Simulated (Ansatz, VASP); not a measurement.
Si3C in VASP and in Ansatz

```
Si C
1.0
     3.15321    0.00000    0.00000
    -1.57661    2.73076    0.00000
     0.00000    0.00000    4.44264
Si C
3 1
Cartesian
  1.5766 0.0000 2.2213
  -0.7883 1.3654 2.2213
  0.7883 1.3654 2.2213
  0.0000 0.0000 2.2213
```

Alike in both runs: task relaxation of cell and atoms; functional PBE; k mesh 6 × 6 × 4; occupations gaussian, width 0.1 eV; no spin polarisation.

```csv
,VASP,Ansatz
version,VASP 6.6.1,Ansatz 0.2.0
potentials or method,"VASP PAW PBE potentials, release 64 (Si, C_h), cutoff 1300 eV","scalar-relativistic, plane waves, PAW"
valence electrons in the cell,16,16
```

```csv
,VASP,Ansatz,Ansatz less VASP
"gap on the k mesh at the Fermi level, each at its own relaxed structure (eV)",none,none,-
relaxed volume (Å³/atom),12.70,12.79,+0.087
relaxed length of the cell vector where the two differ most in proportion (Å),4.839,4.861,+0.0212
```

A gap of «none» marks a metal or a gap that the smearing closes.

The k mesh is coarse, so the values compare programs but aren't converged. Noted on VASP's run: the volume moved by over 15 % at a fixed basis, so the end points are rough.
